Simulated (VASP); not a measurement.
# SnH7 (Fm-3m) in VASP: relaxation of cell and atoms with PBE

Aim: the relaxation of cell and atoms of SnH7 with PBE.

Program: VASP 6.6.1. These are calculated values, not measurements. Logs are shortened: lines on timing, memory, paths and dates and some standing lists are left out, and cuts for length are marked.

## (1) The cell of the first run

Symmetry: Fm-3m, No. 225, cubic system. The conventional cell has a = 5.899 Å, b = 5.899 Å, c = 5.899 Å, α = 90.00°, β = 90.00°, γ = 90.00°. Sn (site symmetry m-3m) has 12 H at 2.09 Å within 2.8 Å. H (site symmetry m-3m) has 12 H at 2.09 Å within 2.8 Å. H (site symmetry mmm) has 2 Sn at 2.09 Å and 10 H at 2.09 Å within 2.8 Å.

The cell was generated, and may not be a known phase.

## (2) Relaxation of cell and atoms, PBE

Input file INCAR:

```
ALGO     = Normal         # electronic algorithm
EDIFF    = 1E-6           # SCF threshold, eV
EDIFFG   = -0.01          # ionic threshold
ENCUT    = 600            # plane-wave cutoff, eV
GGA      = PE             # functional
IBRION   = 2              # ionic algorithm
ISIF     = 3              # what is computed and relaxed
ISMEAR   = 0              # smearing method
LASPH    = True           # aspherical terms in the spheres
LCHARG   = False          # write CHGCAR
LREAL    = False          # projectors in reciprocal space
LWAVE    = False          # write WAVECAR
NELM     = 60             # most SCF steps
NSW      = 100            # ionic steps
PREC     = Accurate       # precision mode
SIGMA    = 0.1            # smearing width, eV
```

Input file KPOINTS:

```
k-points
0
Gamma
  12 12 12
```

Input file POSCAR:

```
SnH7
1.0
    0.0000000000      2.9497392661      2.9497392661
    2.9497392661      0.0000000000      2.9497392661
    2.9497392661      2.9497392661      0.0000000000
Sn H
1 7
Direct
    0.0000000000      0.0000000000      0.0000000000
    0.5000000000      0.5000000000      0.5000000000
    0.5000000000      0.0000000000      0.0000000000
    0.5000000000      0.0000000000      0.5000000000
    0.0000000000      0.5000000000      0.5000000000
    0.0000000000      0.5000000000      0.0000000000
    0.5000000000      0.5000000000      0.0000000000
    0.0000000000      0.0000000000      0.5000000000
```

Potentials or basis: VASP PAW PBE potentials, release 64 (Sn_d, H).

Run with:

```sh
$ cat potpaw_PBE.64/Sn_d/POTCAR potpaw_PBE.64/H/POTCAR > POTCAR
$ mpirun -np 1 vasp_std > vasp.out
```

OUTCAR:

```text
EDIFF = 1E-6
   EDIFFG = -0.01
   ENCUT = 600
   GGA = PE
   IBRION = 2
   ISIF = 3
   ISMEAR = 0
   LASPH = True
   LREAL = False
   NELM = 60
   NSW = 100
   PREC = Accurate

 ion  position               nearest neighbor table
   1  0.000  0.000  0.000-   3 2.09   6 2.09   8 2.09   4 2.09   5 2.09   8 2.09   5 2.09   6 2.09
                             7 2.09   3 2.09   4 2.09   7 2.09
   2  0.500  0.500  0.500-
   3  0.500  0.000  0.000-   1 2.09   1 2.09
   4  0.500  0.000  0.500-   1 2.09   1 2.09
   5  0.000  0.500  0.500-   1 2.09   1 2.09
   6  0.000  0.500  0.000-   1 2.09   1 2.09
   7  0.500  0.500  0.000-   1 2.09   1 2.09
   8  0.000  0.000  0.500-   1 2.09   1 2.09

  LATTYP: Found a face centered cubic cell.
 ALAT       =     5.8994785322

  Lattice vectors:

 A1 = (   0.0000000000,   2.9497392661,   2.9497392661)
 A2 = (   2.9497392661,   0.0000000000,   2.9497392661)
 A3 = (   2.9497392661,   2.9497392661,   0.0000000000)

Analysis of symmetry for initial positions (statically):
=====================================================================
 Subroutine PRICEL returns:
 Original cell was already a primitive cell.

 Routine SETGRP: Setting up the symmetry group for a
 face centered cubic supercell.

 Subroutine GETGRP returns: Found 48 space group operations
 (whereof 48 operations were pure point group operations)
 out of a pool of 48 trial point group operations.

The static configuration has the point symmetry O_h .

Analysis of symmetry for dynamics (positions and initial velocities):
=====================================================================
 Subroutine PRICEL returns:
 Original cell was already a primitive cell.

 Routine SETGRP: Setting up the symmetry group for a
 face centered cubic supercell.

 Subroutine GETGRP returns: Found 48 space group operations
 (whereof 48 operations were pure point group operations)
 out of a pool of 48 trial point group operations.

The dynamic configuration has the point symmetry O_h .

 Subroutine INISYM returns: Found 48 space group operations
 (whereof 48 operations are pure point group operations),
 and found     1 'primitive' translations

----------------------------------------------------------------------------------------

                                     Primitive cell

  volume of cell :      51.3311

  direct lattice vectors                    reciprocal lattice vectors
     0.000000000  2.949739266  2.949739266    -0.169506507  0.169506507  0.169506507
     2.949739266  0.000000000  2.949739266     0.169506507 -0.169506507  0.169506507
     2.949739266  2.949739266  0.000000000     0.169506507  0.169506507 -0.169506507

  length of vectors
     4.171561276  4.171561276  4.171561276     0.293593883  0.293593883  0.293593883

  position of ions in fractional coordinates (direct lattice)
     0.000000000  0.000000000  0.000000000
     0.500000000  0.500000000  0.500000000
     0.500000000  0.000000000  0.000000000
     0.500000000  0.000000000  0.500000000
     0.000000000  0.500000000  0.500000000
     0.000000000  0.500000000  0.000000000
     0.500000000  0.500000000  0.000000000
     0.000000000  0.000000000  0.500000000

  ion indices of the primitive-cell ions
   primitive index   ion index
                 1           1
                 2           2
                 3           3
                 4           4
                 5           5
                 6           6
                 7           7
                 8           8

----------------------------------------------------------------------------------------

 KPOINTS: k-points

Automatic generation of k-mesh.
 Grid dimensions read from file:
 generate k-points for:   12   12   12

 Generating k-lattice:

  Cartesian coordinates                     Fractional coordinates (reciprocal lattice)
    -0.014125542  0.014125542  0.014125542     0.083333333  0.000000000  0.000000000
     0.014125542 -0.014125542  0.014125542     0.000000000  0.083333333  0.000000000
     0.014125542  0.014125542 -0.014125542     0.000000000  0.000000000  0.083333333

  Length of vectors
     0.024466157  0.024466157  0.024466157

[... 56 lines left out ...]
   NSW    =    100    number of steps for IOM
   IBRION =      2    ionic relax: 0-MD 1-quasi-New 2-CG
   NFREE  =      1    steps in history (QN), initial steepest desc. (CG)
   ISIF   =      3    stress and relaxation
   ISYM   =      2    0-nonsym 1-usesym 2-fastsym
   POTIM  = 0.5000    time-step for ionic-motion
   TEBEG  =    0.0;   TEEND  =   0.0 temperature during run
   PSTRESS=    0.0 pullay stress
   NELECT =      21.0000    total number of electrons
   NUPDOWN=      -1.0000    fix difference up-down
   EMIN   =  10.00;   EMAX   =-10.00  energy-range for DOS
   EFERMI =   0.00;   METHOD = LEGACY
   ISMEAR =     0;   SIGMA  =   0.10  broadening in eV -4-tet -1-fermi 0-gaus
   EFERMI_NEDOS =   21; number of points for ismear=-14 and -15
   IALGO  =     38    algorithm
   IMIX   =      4    mixing-type and parameters
     AMIX     =   0.40;   BMIX     =  1.00
     AMIX_MAG =   1.60;   BMIX_MAG =  1.00
  volume/ion in A,a.u.               =       6.42        43.30
  Fermi-wavevector in a.u.,A,eV,Ry     =   1.215312  2.296606 20.095563  1.476982
  Thomas-Fermi vector in A             =   2.350703
   LORBIT       =      0    0 simple, 1 ext, 2 COOP (PROOUT), +10 PAW based schemes
   GGA     = PE    functional components
   LHFCALC =     F    Hartree Fock is set to
   AEXX    =    0.0000 exact exchange contribution
   IVDW    =     0    specifies the selected vdW correction
   LEPSILON=     F    determine dielectric tensor
   LRPA    =     F    only Hartree local field effects (RPA)
 conjugate gradient relaxation of ions
 non-spin polarized calculation
 Gauss-broadening in eV      SIGMA  =   0.10
  energy-cutoff  :      600.00
  volume of cell :       51.33
 maximum number of plane-waves:      1736
 NGX is ok and might be reduce to    36
   NGX = 17   NGY = 17   NGZ = 17

--------------------------------------- Ionic step        1  -------------------------------------------

 number of electron      21.0000000 magnetization

 Free energy of the ion-electron system (eV)
  ---------------------------------------------------
  ext. energy  EPLUGINS =         0.00000000
  ---------------------------------------------------
  free energy    TOTEN  =       -18.68700205 eV

  energy without entropy =      -18.67958034  energy(sigma->0) =      -18.68329120

------------------------ aborting loop because EDIFF is reached ----------------------------------------

  FORCE on cell =-STRESS in cart. coord.  units (eV):
  Direction    XX          YY          ZZ          XY          YZ          ZX
  --------------------------------------------------------------------------------------
  -------------------------------------------------------------------------------------
  Total       -0.1312449     -0.1312449     -0.1312449     -0.0000000      0.0000000     -0.0000000
  in kB       -4.0964924     -4.0964924     -4.0964924     -0.0000000      0.0000000     -0.0000000
  external PRESSURE =      -4.0964924 kB  Pullay stress =       0.0000000 kB

 VOLUME and BASIS-vectors are now :
 -----------------------------------------------------------------------------
  energy-cutoff  :      600.00
  volume of cell :       51.33
      direct lattice vectors                 reciprocal lattice vectors
     0.000000000  2.949739266  2.949739266    -0.169506507  0.169506507  0.169506507
     2.949739266  0.000000000  2.949739266     0.169506507 -0.169506507  0.169506507
     2.949739266  2.949739266  0.000000000     0.169506507  0.169506507 -0.169506507

 POSITION                                       TOTAL-FORCE (eV/Angst)
 -----------------------------------------------------------------------------------
      0.00000      0.00000      0.00000        -0.000000      0.000000      0.000000
      2.94974      2.94974      2.94974         0.000000     -0.000000      0.000000
      0.00000      1.47487      1.47487         0.000000      0.000000      0.000000
      1.47487      2.94974      1.47487         0.000000      0.000000      0.000000
      2.94974      1.47487      1.47487        -0.000000     -0.000000     -0.000000
      1.47487      0.00000      1.47487         0.000000     -0.000000     -0.000000
      1.47487      1.47487      2.94974         0.000000     -0.000000      0.000000
      1.47487      1.47487      0.00000         0.000000      0.000000     -0.000000
 -----------------------------------------------------------------------------------
    total drift:                               -0.000000      0.000000      0.000000

  FREE ENERGIE OF THE ION-ELECTRON SYSTEM (eV)
  ---------------------------------------------------
  free  energy   TOTEN  =       -18.6870020526 eV

  energy  without entropy=      -18.6795803438  energy(sigma->0) =      -18.68329120

--------------------------------------- Ionic step        2  -------------------------------------------

 number of electron      21.0000000 magnetization

 Free energy of the ion-electron system (eV)
  ---------------------------------------------------
  ext. energy  EPLUGINS =         0.00000000
  ---------------------------------------------------
  free energy    TOTEN  =       -18.68722697 eV

  energy without entropy =      -18.67979005  energy(sigma->0) =      -18.68350851

 E-fermi :   4.2009     XC(G=0): -10.3848

 val. band max:        4.1870214047   @ k =   0.5000   0.1667   0.0833
 cond. band min:       4.2677811274   @ k =  -0.1667   0.1667   0.0000
 fundamental gap:      0.0807597227
 Fermi energy:         4.2008964002

 k-point     1 :       0.0000    0.0000    0.0000
  band No.  band energies     occupation
      1     -17.1459      2.00000
      2     -17.1459      2.00000
      3     -17.1459      2.00000
      4     -17.0987      2.00000
      5     -17.0987      2.00000
      6      -8.1436      2.00000
      7       2.8755      2.00000
      8       2.8755      2.00000
      9       2.8755      2.00000
     10       4.3956      0.00589
     11       6.0287      0.00000
     12       6.0287      0.00000
     13       6.0287      0.00000
     14       6.0489      0.00000
[... 401 lines left out ...]
      2     -17.1234      2.00000
      3     -17.1192      2.00000
      4     -17.0853      2.00000
      5     -17.0828      2.00000
      6      -5.2586      2.00000
      7      -3.8229      2.00000
      8      -0.0733      2.00000
      9       1.3384      2.00000
     10       2.9062      2.00000
     11       4.4673      0.00016
     12       5.4216      0.00000
     13       6.4834      0.00000
     14      10.6760      0.00000
     15      10.9117      0.00000

 [... further k-points ...]
[... 5 lines left out ...]
  --------------------------------------------------------------------------------------
  -------------------------------------------------------------------------------------
  Total       -0.0573489     -0.0573489     -0.0573489      0.0000000     -0.0000000     -0.0000000
  in kB       -1.7942649     -1.7942649     -1.7942649      0.0000000     -0.0000000     -0.0000000
  external PRESSURE =      -1.7942649 kB  Pullay stress =       0.0000000 kB

 VOLUME and BASIS-vectors are now :
 -----------------------------------------------------------------------------
  energy-cutoff  :      600.00
  volume of cell :       51.21
      direct lattice vectors                 reciprocal lattice vectors
    -0.000000000  2.947404694  2.947404694    -0.169640769  0.169640769  0.169640769
     2.947404694  0.000000000  2.947404694     0.169640769 -0.169640769  0.169640769
     2.947404694  2.947404694 -0.000000000     0.169640769  0.169640769 -0.169640769

 POSITION                                       TOTAL-FORCE (eV/Angst)
 -----------------------------------------------------------------------------------
      5.89481      2.94740      2.94740        -0.000000      0.000000     -0.000000
      2.94740      2.94740      2.94740         0.000000     -0.000000     -0.000000
     -0.00000      1.47370      1.47370         0.000000     -0.000000     -0.000000
      4.42111      2.94740      4.42111         0.000000      0.000000      0.000000
      2.94740      4.42111      4.42111        -0.000000     -0.000000     -0.000000
      1.47370      2.94740      4.42111        -0.000000     -0.000000      0.000000
      4.42111      4.42111      2.94740         0.000000     -0.000000      0.000000
      4.42111      4.42111      5.89481        -0.000000     -0.000000     -0.000000
 -----------------------------------------------------------------------------------
    total drift:                                0.000000      0.000000      0.000000

  FREE ENERGIE OF THE ION-ELECTRON SYSTEM (eV)
  ---------------------------------------------------
  free  energy   TOTEN  =       -18.6872269693 eV

  energy  without entropy=      -18.6797900527  energy(sigma->0) =      -18.68350851

 reached required accuracy - stopping structural energy minimisation
```

It took 2.9 min on 1 thread of AMD EPYC 7R13, shared host; peak memory 0.22 GiB.

What came out:

```yaml
Free_energy: -18.6872 eV
Relaxed_volume: 6.40 Å³/atom
Relaxed_cell: a = 4.168 Å, b = 4.168 Å, c = 4.168 Å, α = 60.00°, β = 60.00°, γ = 60.00°
Space_group_after_relaxing_to_0.1_Å: Fm-3m (No. 225)
Energy_gained_by_relaxing: 0.0 meV/atom
Ionic_steps: 2
Pressure_after_relaxing: -0.2 GPa
Band_gap_on_the_k_mesh: zero (an odd number of electrons rules out a gap without spin polarisation)
```

The path:
| step | energy change (eV) | largest force (eV/Å) | pressure (GPa) | volume (Å³) |
| --- | --- | --- | --- | --- |
| 1 | 0.0000 | 0.0000 | -0.41 | 51.33 |
| 2 | -0.0002 | 0.0000 | -0.18 | 51.21 |

Final structure:
```yaml
crystal:
  lattice:
    - [0.00000, 2.94740, 2.94740]
    - [2.94740, 0.00000, 2.94740]
    - [2.94740, 2.94740, 0.00000]
  atoms:
    - { symbol: Sn, position: [0.00000, 0.00000, 0.00000] }
    - { symbol: H, position: [0.50000, 0.50000, 0.50000] }
    - { symbol: H, position: [0.50000, 0.00000, 0.00000] }
    - { symbol: H, position: [0.50000, 0.00000, 0.50000] }
    - { symbol: H, position: [0.00000, 0.50000, 0.50000] }
    - { symbol: H, position: [0.00000, 0.50000, 0.00000] }
    - { symbol: H, position: [0.50000, 0.50000, 0.00000] }
    - { symbol: H, position: [0.00000, 0.00000, 0.50000] }
```

Caveat: spin-orbit coupling is left out, which moves the levels of the heavy elements; an odd number of electrons without spin polarisation forces a metal; a magnetic or distorted state may lie lower.

The gap in the log of VASP goes by the Fermi energy; the results here count the filled bands.